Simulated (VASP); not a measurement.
A run of VASP 6.6.1 is set up as follows.

File INCAR:

```
SYSTEM = TaN
ALGO = Normal
EDIFF = 1E-7
ENCUT = 520
GGA = PS
ISIF = 2
ISMEAR = 0
LASPH = .TRUE.
LCHARG = .TRUE.
LELF = .TRUE.
LREAL = .FALSE.
LVHAR = .TRUE.
LWAVE = .FALSE.
NBANDS = 15
NELM = 60
PREC = Accurate
SIGMA = 0.15
```

KPOINTS

```
k-points
0
G
  18 18 16
  0 0 0
```

File POSCAR:

```
TaN
1.0
    2.9379988584      0.0220349914      0.0000000000
   -1.4499165669      2.5333641520      0.0000000000
    0.0000000000      0.0000000000      2.8830000000
Ta N
1 1
Direct
    0.3333333333      0.6666666667      0.5000000000
    0.0000000000      0.0000000000      0.0000000000
```

Potentials or basis: VASP PAW PBE potentials, release 64 (Ta_pv, N).

The run is started by

```console
$ cat potpaw_PBE.64/Ta_pv/POTCAR potpaw_PBE.64/N/POTCAR > POTCAR
$ mpirun -np 1 vasp_std > vasp.out
```

Question: Estimate the largest force.

Answer: 0.026 eV/Å.

Question: Estimate the pressure.

Answer: -4.0 GPa.

Question: Predict the band gap on the k mesh.

Answer: Zero (bands 8 and 9 overlap by 0.29 eV).

Forces in eV/Å, atoms in the order of the input:
```
Ta   0.026 -0.002  0.000
N   -0.026  0.002  0.000
```

Caveat: the cell differs from its parent crystal (strain +0.0150 x Voigt [0, 0, 0, 0, 0, 1]); the cell stands under tension; the PAW data sets were made with another functional, which shifts forces and pressure a little; spin-orbit coupling is left out, which moves the levels of the heavy elements.
